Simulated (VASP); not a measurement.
# ScSi26C27 (a cell with a defect) in VASP: electric field gradients with PBE

Aim: the electric field gradients of ScSi26C27 (a cell with a defect) with PBE.

All numbers are computed with VASP 6.6.1; they aren't measurements. Logs are shortened: lines on timing, memory, paths and dates and some standing lists are left out, and cuts for length are marked.

### Step 1. The cell of the first run

The cell holds a defect, 54 atoms: a = 9.245 Å, b = 9.245 Å, c = 9.245 Å, α = 60.00°, β = 60.00°, γ = 60.00°.

### Step 2. Electric field gradients, PBE

INCAR

```
SYSTEM = ScSi26C27
PREC = Accurate
ENCUT = 520
EDIFF = 1E-8
ISMEAR = -1
SIGMA = 0.01
LREAL = Auto
LASPH = .TRUE.
NELM = 60
ALGO = Normal
ISIF = 2
LWAVE = .FALSE.
LCHARG = .FALSE.
GGA = PE
LEFG = .TRUE.
NELECT = 224.0
NBANDS = 144
LUSENCCL = .FALSE.
```

KPOINTS

```
regular mesh
0
G
  3 3 3
  0 0 0
```

POSCAR

```
ScSi26C27
1.0
    0.0000000000      6.5370000000      6.5370000000
    6.5370000000      0.0000000000      6.5370000000
    6.5370000000      6.5370000000      0.0000000000
Sc Si C
1 26 27
Direct
    0.0000000000      0.0000000000      0.0000000000
    0.0000000000      0.0000000000      0.3333333333
    0.0000000000      0.0000000000      0.6666666667
    0.0000000000      0.3333333333      0.0000000000
    0.0000000000      0.3333333333      0.3333333333
    0.0000000000      0.3333333333      0.6666666667
    0.0000000000      0.6666666667      0.0000000000
    0.0000000000      0.6666666667      0.3333333333
    0.0000000000      0.6666666667      0.6666666667
    0.3333333333      0.0000000000      0.0000000000
    0.3333333333      0.0000000000      0.3333333333
    0.3333333333      0.0000000000      0.6666666667
    0.3333333333      0.3333333333      0.0000000000
    0.3333333333      0.3333333333      0.3333333333
    0.3333333333      0.3333333333      0.6666666667
    0.3333333333      0.6666666667      0.0000000000
    0.3333333333      0.6666666667      0.3333333333
    0.3333333333      0.6666666667      0.6666666667
    0.6666666667      0.0000000000      0.0000000000
    0.6666666667      0.0000000000      0.3333333333
    0.6666666667      0.0000000000      0.6666666667
    0.6666666667      0.3333333333      0.0000000000
    0.6666666667      0.3333333333      0.3333333333
    0.6666666667      0.3333333333      0.6666666667
    0.6666666667      0.6666666667      0.0000000000
    0.6666666667      0.6666666667      0.3333333333
    0.6666666667      0.6666666667      0.6666666667
    0.0833333333      0.0833333333      0.0833333333
    0.0833333333      0.0833333333      0.4166666667
    0.0833333333      0.0833333333      0.7500000000
    0.0833333333      0.4166666667      0.0833333333
    0.0833333333      0.4166666667      0.4166666667
    0.0833333333      0.4166666667      0.7500000000
    0.0833333333      0.7500000000      0.0833333333
    0.0833333333      0.7500000000      0.4166666667
    0.0833333333      0.7500000000      0.7500000000
    0.4166666667      0.0833333333      0.0833333333
    0.4166666667      0.0833333333      0.4166666667
    0.4166666667      0.0833333333      0.7500000000
    0.4166666667      0.4166666667      0.0833333333
    0.4166666667      0.4166666667      0.4166666667
    0.4166666667      0.4166666667      0.7500000000
    0.4166666667      0.7500000000      0.0833333333
    0.4166666667      0.7500000000      0.4166666667
    0.4166666667      0.7500000000      0.7500000000
    0.7500000000      0.0833333333      0.0833333333
    0.7500000000      0.0833333333      0.4166666667
    0.7500000000      0.0833333333      0.7500000000
    0.7500000000      0.4166666667      0.0833333333
    0.7500000000      0.4166666667      0.4166666667
    0.7500000000      0.4166666667      0.7500000000
    0.7500000000      0.7500000000      0.0833333333
    0.7500000000      0.7500000000      0.4166666667
    0.7500000000      0.7500000000      0.7500000000
```

Potentials or basis: VASP PAW PBE potentials, release 64 (Sc_sv, Si, C).

On the command line:

```
$ cat potpaw_PBE.64/Sc_sv/POTCAR potpaw_PBE.64/Si/POTCAR potpaw_PBE.64/C/POTCAR > POTCAR
$ mpirun -np 1 vasp_std > vasp.out
```

OUTCAR:

```text
SYSTEM = ScSi26C27
   PREC = Accurate
   ENCUT = 520
   EDIFF = 1E-8
   ISMEAR = -1
   LREAL = Auto
   LASPH = .TRUE.
   NELM = 60
   ISIF = 2
   GGA = PE
   NELECT = 224.0

 ion  position               nearest neighbor table
   1  0.000  0.000  0.000-  28 1.89  30 1.89  34 1.89  46 1.89   7 3.08   8 3.08  10 3.08  12 3.08
                            16 3.08  19 3.08  20 3.08  22 3.08   2 3.08   3 3.08   4 3.08   6 3.08
   2  0.000  0.000  0.333-  28 1.89  29 1.89  35 1.89  47 1.89  10 3.08  11 3.08  17 3.08  20 3.08
                            23 3.08   1 3.08   4 3.08   5 3.08   8 3.08  21 3.08   9 3.08   3 3.08
   3  0.000  0.000  0.667-  30 1.89  29 1.89  36 1.89  48 1.89  12 3.08  18 3.08  19 3.08  21 3.08
                            24 3.08   1 3.08   6 3.08   7 3.08   9 3.08  11 3.08   5 3.08   2 3.08
   4  0.000  0.333  0.000-  28 1.89  31 1.89  33 1.89  49 1.89  10 3.08  13 3.08  15 3.08  22 3.08
                            23 3.08   1 3.08   2 3.08   5 3.08   6 3.08   9 3.08  25 3.08   7 3.08
   5  0.000  0.333  0.333-  29 1.89  31 1.89  50 1.89  32 1.89  14 3.08  23 3.08   2 3.08   4 3.08
                            11 3.08  13 3.08   3 3.08   7 3.08  24 3.08  26 3.08   6 3.08   8 3.08
   6  0.000  0.333  0.667-  30 1.89  32 1.89  33 1.89  51 1.89  15 3.08  22 3.08  24 3.08   1 3.08
                             3 3.08   4 3.08  12 3.08  14 3.08  27 3.08   8 3.08   9 3.08   5 3.08
   7  0.000  0.667  0.000-  34 1.89  31 1.89  36 1.89  52 1.89  16 3.08  18 3.08  19 3.08  25 3.08
                            26 3.08   1 3.08   3 3.08   8 3.08   9 3.08  13 3.08   5 3.08   4 3.08
   8  0.000  0.667  0.333-  32 1.89  34 1.89  35 1.89  53 1.89  17 3.08  20 3.08  26 3.08   1 3.08
                             2 3.08   7 3.08  16 3.08  14 3.08  27 3.08   5 3.08   9 3.08   6 3.08
   9  0.000  0.667  0.667-  36 1.89  35 1.89  33 1.89  54 1.89  25 3.08  27 3.08   3 3.08   7 3.08
[... 62 lines left out ...]
  53  0.750  0.750  0.417-   8 1.89  20 1.89  26 1.89  27 1.89
  54  0.750  0.750  0.750-  27 1.89  21 1.89  25 1.89   9 1.89

  LATTYP: Found a face centered cubic cell.
 ALAT       =    13.0740000000

  Lattice vectors:

 A1 = (   0.0000000000,   6.5370000000,   6.5370000000)
 A2 = (   6.5370000000,   0.0000000000,   6.5370000000)
 A3 = (   6.5370000000,   6.5370000000,   0.0000000000)

Analysis of symmetry for initial positions (statically):
=====================================================================
 Subroutine PRICEL returns:
 Original cell was already a primitive cell.

 Routine SETGRP: Setting up the symmetry group for a
 face centered cubic supercell.

 Subroutine GETGRP returns: Found 24 space group operations
 (whereof 24 operations were pure point group operations)
 out of a pool of 48 trial point group operations.

The static configuration has the point symmetry T_d .

Analysis of symmetry for dynamics (positions and initial velocities):
=====================================================================
 Subroutine PRICEL returns:
 Original cell was already a primitive cell.

 Routine SETGRP: Setting up the symmetry group for a
 face centered cubic supercell.

 Subroutine GETGRP returns: Found 24 space group operations
 (whereof 24 operations were pure point group operations)
 out of a pool of 48 trial point group operations.

The dynamic configuration has the point symmetry T_d .

 Subroutine INISYM returns: Found 24 space group operations
 (whereof 24 operations are pure point group operations),
 and found     1 'primitive' translations

----------------------------------------------------------------------------------------

                                     Primitive cell

  volume of cell :     558.6830

  direct lattice vectors                    reciprocal lattice vectors
     0.000000000  6.537000000  6.537000000    -0.076487685  0.076487685  0.076487685
     6.537000000  0.000000000  6.537000000     0.076487685 -0.076487685  0.076487685
     6.537000000  6.537000000  0.000000000     0.076487685  0.076487685 -0.076487685

  length of vectors
     9.244714057  9.244714057  9.244714057     0.132480557  0.132480557  0.132480557

  position of ions in fractional coordinates (direct lattice)
     0.000000000  0.000000000  0.000000000
     0.000000000  0.000000000  0.333333333
     0.000000000  0.000000000  0.666666667
     0.000000000  0.333333333  0.000000000
[... 177 lines left out ...]
     AMIX     =   0.40;   BMIX     =  1.00
     AMIX_MAG =   1.60;   BMIX_MAG =  1.00
  volume/ion in A,a.u.               =      10.35        69.82
  Fermi-wavevector in a.u.,A,eV,Ry     =   1.207172  2.281224 19.827271  1.457263
  Thomas-Fermi vector in A             =   2.342817
   LORBIT       =      0    0 simple, 1 ext, 2 COOP (PROOUT), +10 PAW based schemes
   GGA     = PE    functional components
   LHFCALC =     F    Hartree Fock is set to
   AEXX    =    0.0000 exact exchange contribution
   IVDW    =     0    specifies the selected vdW correction
   LEPSILON=     F    determine dielectric tensor
   LRPA    =     F    only Hartree local field effects (RPA)
 non-spin polarized calculation
  energy-cutoff  :      520.00
  volume of cell :      558.68
 maximum number of plane-waves:     15070
 NGX is ok and might be reduce to    70
   NGX = 35   NGY = 35   NGZ = 35

 number of electron     224.0000003 magnetization

 Free energy of the ion-electron system (eV)
  ---------------------------------------------------
  ext. energy  EPLUGINS =         0.00000000
  ---------------------------------------------------
  free energy    TOTEN  =      -393.72767627 eV

  energy without entropy =     -393.72767627  energy(sigma->0) =     -393.72767627

 E-fermi :   8.5567     XC(G=0): -11.4079

 val. band max:        8.2829986651   @ k =  -0.3333   0.3333   0.0000
 cond. band min:       9.5913815017   @ k =   0.3333   0.3333   0.0000
 fundamental gap:      1.3083828366
 Fermi energy:         8.5566923449

 k-point     1 :       0.0000    0.0000    0.0000
  band No.  band energies     occupation
      1     -37.1601      2.00000
      2     -16.2903      2.00000
      3     -16.2903      2.00000
      4     -16.2902      2.00000
      5      -7.3610      2.00000
      6      -5.4092      2.00000
[... 497 lines left out ...]
    123      12.8517      0.00000
    124      12.9412      0.00000
 [bands above 124 left out]

------------------------ aborting loop because EDIFF is reached ----------------------------------------

  FORCE on cell =-STRESS in cart. coord.  units (eV):
  Direction    XX          YY          ZZ          XY          YZ          ZX
  --------------------------------------------------------------------------------------
  -------------------------------------------------------------------------------------
  Total       37.8246185     37.8246185     37.8246185      0.0000000      0.0000000     -0.0000000
  in kB      108.4725097    108.4725097    108.4725097      0.0000000      0.0000000     -0.0000000
  external PRESSURE =     108.4725097 kB  Pullay stress =       0.0000000 kB

 VOLUME and BASIS-vectors are now :
 -----------------------------------------------------------------------------
  energy-cutoff  :      520.00
  volume of cell :      558.68
      direct lattice vectors                 reciprocal lattice vectors
     0.000000000  6.537000000  6.537000000    -0.076487685  0.076487685  0.076487685
     6.537000000  0.000000000  6.537000000     0.076487685 -0.076487685  0.076487685
     6.537000000  6.537000000  0.000000000     0.076487685  0.076487685 -0.076487685

 POSITION                                       TOTAL-FORCE (eV/Angst)
 -----------------------------------------------------------------------------------
      0.00000      0.00000      0.00000        -0.000000     -0.000000     -0.000000
      2.17900      2.17900      0.00000        -0.416449     -0.416449      0.585130
      4.35800      4.35800      0.00000         0.416449      0.416449      0.585130
      2.17900      0.00000      2.17900        -0.416449      0.585130     -0.416449
      4.35800      2.17900      2.17900        -0.112307      0.112307      0.112307
      6.53700      4.35800      2.17900        -0.585130      0.416449     -0.416449
[... 46 lines left out ...]
      7.62650      7.62650      9.80550         0.108021      0.108021     -0.174332
      9.80550      9.80550      9.80550        -0.000000     -0.000000     -0.000000
 -----------------------------------------------------------------------------------
    total drift:                                0.000003      0.000003      0.000003

  FREE ENERGIE OF THE ION-ELECTRON SYSTEM (eV)
  ---------------------------------------------------
  free  energy   TOTEN  =      -393.7276762717 eV

  energy  without entropy=     -393.7276762717  energy(sigma->0) =     -393.72767627

 Electric field gradients (V/A^2)
---------------------------------------------------------------------
 ion       V_xx      V_yy      V_zz      V_xy      V_xz      V_yz
---------------------------------------------------------------------
   1      -0.000    -0.000    -0.000     0.001     0.001     0.001
   2       1.321     1.321    -2.642    -2.235     0.970     0.970
   3       1.321     1.321    -2.642    -2.235    -0.970    -0.970
   4       1.321    -2.642     1.321     0.970    -2.235     0.970
   5       0.000    -0.000    -0.000    -0.849    -0.849     0.849
   6      -2.642     1.321     1.321     0.970    -0.970     2.235
[... 46 lines left out ...]
  53       0.372     0.372    -0.745     0.490     0.440     0.440
  54      -0.000    -0.000    -0.000     0.001     0.001     0.001
---------------------------------------------------------------------

 Electric field gradients after diagonalization (V/A^2)
 (convention: |V_zz| > |V_xx| > |V_yy|)
----------------------------------------------------------------------
 ion       V_xx      V_yy      V_zz     asymmetry (V_yy - V_xx)/ V_zz
----------------------------------------------------------------------
   1      -0.001    -0.001     0.003       0.000
   2      -3.400    -0.156     3.556       0.912
   3      -3.400    -0.156     3.556       0.912
   4      -3.400    -0.156     3.556       0.912
   5      -0.849    -0.849     1.698       0.000
   6      -3.400    -0.156     3.556       0.912
[... 46 lines left out ...]
  53      -0.958    -0.118     1.076       0.781
  54      -0.001    -0.001     0.001       0.000
----------------------------------------------------------------------

           NMR quadrupolar parameters

 Cq : quadrupolar parameter    Cq=e*Q*V_zz/h
 eta: asymmetry parameters     (V_yy - V_xx)/ V_zz
 Q  : nuclear electric quadrupole moment in mb (millibarn)
----------------------------------------------------------------------
 ion       Cq(MHz)       eta       Q (mb)
----------------------------------------------------------------------
   1       0.000       0.000       1.000
   2       0.009       0.912       1.000
   3       0.009       0.912       1.000
   4       0.009       0.912       1.000
   5       0.004       0.000       1.000
   6       0.009       0.912       1.000
[... 46 lines left out ...]
  53       0.003       0.781       1.000
  54       0.000       0.000       1.000
----------------------------------------------------------------------
```

Wall time 3.2 min (1 × NVIDIA H100 80GB with 1 thread of AMD EPYC 7R13 (Zen 3), shared host); peak memory 1.6 GiB.

What came out:

```
Free energy                             : -393.7277 eV
Largest force                           : 6.060 eV/Å
Largest electric field gradient by atom : Sc +0.0; Si +3.6, +1.7, +1.2, -1.2 (each value once); C -23.1, -2.2, +1.1, -0.1, -0.0 (each value once) V/Å²
```

Forces in eV/Å, atoms in the order of the input:
```
Sc   0.000  0.000  0.000
Si  -0.416 -0.416  0.585
Si   0.416  0.416  0.585
Si  -0.416  0.585 -0.416
Si  -0.112  0.112  0.112
Si  -0.585  0.416 -0.416
Si   0.416  0.585  0.416
Si  -0.585 -0.416  0.416
Si  -0.089  0.089  0.089
Si   0.585 -0.416 -0.416
Si   0.112 -0.112  0.112
Si   0.416 -0.585 -0.416
Si   0.112  0.112 -0.112
Si  -0.112 -0.112 -0.112
Si   0.000  0.000 -0.173
Si   0.416 -0.416 -0.585
Si   0.000 -0.173  0.000
Si   0.173  0.000  0.000
Si   0.585  0.416  0.416
Si  -0.416 -0.585  0.416
Si   0.089 -0.089  0.089
Si  -0.416  0.416 -0.585
Si  -0.173  0.000  0.000
Si   0.000  0.173  0.000
Si   0.089  0.089 -0.089
Si   0.000  0.000  0.173
Si  -0.089 -0.089 -0.089
C    3.499  3.499  3.499
C    0.000  0.000 -0.227
C   -3.499 -3.499  3.499
C    0.000 -0.227  0.000
C    0.227  0.000  0.000
C    0.108 -0.108  0.174
C   -3.499  3.499 -3.499
C    0.108  0.174 -0.108
C   -0.174 -0.108 -0.108
C   -0.227  0.000  0.000
C    0.000  0.227  0.000
C   -0.108  0.108  0.174
C    0.000  0.000  0.227
C    0.034  0.034  0.034
C   -0.034 -0.034  0.034
C   -0.108  0.174  0.108
C   -0.034  0.034 -0.034
C   -0.174  0.108  0.108
C    3.499 -3.499 -3.499
C    0.174  0.108 -0.108
C   -0.108 -0.174 -0.108
C    0.174 -0.108  0.108
C    0.034 -0.034 -0.034
C    0.108 -0.174  0.108
C   -0.108 -0.108 -0.174
C    0.108  0.108 -0.174
C    0.000  0.000  0.000
```

Electric field gradients, principal values (V/Å²):
| atom | least | middle | greatest (by size) |
| --- | --- | --- | --- |
| 1 Sc | -0.001 | -0.001 | 0.003 |
| 2 Si | -0.156 | -3.400 | 3.556 |
| 3 Si | -0.156 | -3.400 | 3.556 |
| 4 Si | -0.156 | -3.400 | 3.556 |
| 5 Si | -0.849 | -0.849 | 1.698 |
| 6 Si | -0.156 | -3.400 | 3.556 |
| 7 Si | -0.156 | -3.400 | 3.556 |
| 8 Si | -0.156 | -3.400 | 3.556 |
| 9 Si | -0.586 | -0.586 | 1.171 |
| 10 Si | -0.156 | -3.400 | 3.556 |
| 11 Si | -0.849 | -0.849 | 1.698 |
| 12 Si | -0.156 | -3.400 | 3.556 |
| 13 Si | -0.849 | -0.849 | 1.698 |
| 14 Si | -0.849 | -0.849 | 1.698 |
| 15 Si | 0.217 | 1.002 | -1.218 |
| 16 Si | -0.156 | -3.400 | 3.556 |
| 17 Si | 0.217 | 1.002 | -1.218 |
| 18 Si | 0.217 | 1.002 | -1.218 |
| 19 Si | -0.156 | -3.400 | 3.556 |
| 20 Si | -0.156 | -3.400 | 3.556 |
| 21 Si | -0.586 | -0.586 | 1.171 |
| 22 Si | -0.156 | -3.400 | 3.556 |
| 23 Si | 0.217 | 1.002 | -1.218 |
| 24 Si | 0.217 | 1.002 | -1.218 |
| 25 Si | -0.586 | -0.586 | 1.171 |
| 26 Si | 0.217 | 1.002 | -1.218 |
| 27 Si | -0.586 | -0.586 | 1.171 |
| 28 C | 11.552 | 11.552 | -23.105 |
| 29 C | 0.770 | 1.468 | -2.238 |
| 30 C | 11.553 | 11.553 | -23.106 |
| 31 C | 0.770 | 1.468 | -2.238 |
| 32 C | 0.770 | 1.469 | -2.239 |
| 33 C | -0.117 | -0.958 | 1.075 |
| 34 C | 11.553 | 11.553 | -23.106 |
| 35 C | -0.117 | -0.958 | 1.075 |
| 36 C | -0.118 | -0.957 | 1.075 |
| 37 C | 0.770 | 1.468 | -2.238 |
| 38 C | 0.770 | 1.469 | -2.239 |
| 39 C | -0.117 | -0.958 | 1.075 |
| 40 C | 0.770 | 1.469 | -2.239 |
| 41 C | 0.051 | 0.051 | -0.103 |
| 42 C | 0.052 | 0.052 | -0.104 |
| 43 C | -0.117 | -0.958 | 1.075 |
| 44 C | 0.052 | 0.052 | -0.104 |
| 45 C | -0.118 | -0.958 | 1.076 |
| 46 C | 11.553 | 11.553 | -23.106 |
| 47 C | -0.117 | -0.958 | 1.075 |
| 48 C | -0.118 | -0.957 | 1.075 |
| 49 C | -0.117 | -0.958 | 1.075 |
| 50 C | 0.052 | 0.052 | -0.104 |
| 51 C | -0.118 | -0.958 | 1.076 |
| 52 C | -0.118 | -0.957 | 1.075 |
| 53 C | -0.118 | -0.958 | 1.076 |
| 54 C | -0.001 | -0.001 | 0.001 |

Caveat: the cell carries a net charge on a neutralising background, which shifts energy and pressure; the cell is charged against a uniform background, so pressure and absolute levels hang on convention; without QUAD_EFG the Cq values of the log hold for a quadrupole moment of 1 mb, not for the nuclei.
